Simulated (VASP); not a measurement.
Runs of VASP 6.6.1 on Si2W. The structure is that of space group Fd-3m (No. 227), or close to it. The cells are those of the table. 

```csv
task,cell,k mesh,cutoff (eV),gap on the mesh (eV),pressure (GPa),relaxed volume (Å³/atom)
single point,"a = 4.883 Å, angles 60.0°, 6 atoms",4 × 4 × 4,520,none,(a),-
single point,"a = 4.826 Å, angles 60.0°, 6 atoms",4 × 4 × 4,520,none,-0.1,-
relaxation of cell and atoms,"relaxed from a = 4.883 Å, angles 60.0°, 6 atoms",4 × 4 × 4,600,none,-0.1,13.25
single point,"a = 4.829 Å, angles 60.0°, 6 atoms",10 × 10 × 10,520,none,0.0,-
relaxation of cell and atoms,"relaxed from a = 4.826 Å, angles 60.0°, 6 atoms",10 × 10 × 10,600,none,0.0,13.27
```

Alike in all rows: level PBE; potentials or basis VASP PAW PBE potentials, release 64 (Si, W_sv); no spin polarisation; smearing gaussian 0.1 eV.

Fill in the values left out.

(a) -6.5.

Caveats: some runs use coarse meshes; spin-orbit coupling is left out, which moves the levels of the heavy elements.

A k mesh can miss the band edges, and the runs leave out spin-orbit coupling on W.

A gap of «none» marks levels without a gap at the run's occupations.
